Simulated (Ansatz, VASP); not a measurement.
# Si4W: VASP beside Ansatz

```xyz
5
Lattice="6.8434 0.0000 0.0000 0.0000 2.3714 2.3592 0.0000 -2.3714 2.3592" Properties=species:S:1:pos:R:3 pbc="T T T"
Si    5.5841    0.0000    0.8440
Si    1.2594    0.0000    0.8440
Si    3.4217   -1.2239    0.8735
Si    3.4217    1.2239    0.8735
W     0.0000    0.0000    3.2102
```

Alike in both runs: functional PBE; k mesh 3 × 5 × 5; occupations gaussian, width 0.2 eV; no spin polarisation.

Ansatz relaxed the structure, and its values are those at the end. VASP's run is a single point on that final structure, the one shown.

```csv
,VASP,Ansatz
version,VASP 6.6.1,Ansatz 0.2.0
potentials or method,"VASP PAW PBE potentials, release 64 (Si, W_sv), cutoff 500 eV","scalar-relativistic, plane waves, PAW"
valence electrons in the cell,30,30
```

|  | VASP | Ansatz | Ansatz less VASP |
| --- | --- | --- | --- |
| gap on the k mesh at the Fermi level (eV) | none | none | - |
| pressure (GPa) | -0.2 | -0.1 | +0.05 |
| rms of the force components (eV/Å) | 0.006 | 0.006 | +0.0002 |

A gap of «none» marks a metal or a gap that the smearing closes.

The k mesh is coarse, so the values compare programs but aren't converged. Neither program's run includes spin-orbit coupling.
